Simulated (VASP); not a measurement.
A run of VASP 6.6.1 is set up as follows.

INCAR

```
PREC = Accurate ; ENCUT = 520
EDIFF = 1E-6 ; ISMEAR = -1
SIGMA = 0.05 ; LREAL = F
LASPH = T ; NELM = 80
ALGO = Normal ; ISIF = 2
LWAVE = F ; LCHARG = F
GGA = PS ; NBANDS = 13
```

Contents of KPOINTS:

```
regular mesh
0
Gamma
  4 4 4
```

POSCAR

```
Se
1.0
   -0.0107779035      3.0942299263      3.1278257334
    3.1638956503      0.0117094510      3.1053383789
    3.1885766487      3.0964235702     -0.0129715475
Se
2
Direct
    0.4913800000      0.5098000000      0.4985300000
    0.7581100000      0.7324300000      0.7726200000
```

Potentials or basis: VASP PAW PBE potentials, release 64 (Se).

Command:

```bash
$ cat potpaw_PBE.64/Se/POTCAR > POTCAR
$ mpirun -np 1 vasp_std > vasp.out
```

Task: Predict the largest force.

Result: 0.990 eV/Å.

Task: What does it give for the band gap on the k mesh?

Result: Zero (band 6 reaches 2.34 eV, above the bottom of band 7 at 1.32 eV).

Task: What does it give for the pressure?

Result: -0.4 GPa.

Forces on the atoms (eV/Å):
```
Se  -0.163 -0.962  0.166
Se   0.163  0.962 -0.166
```

Caveat: the k points lie up to 0.44 Å⁻¹ apart; the PAW data sets were made with another functional, which shifts forces and pressure a little.
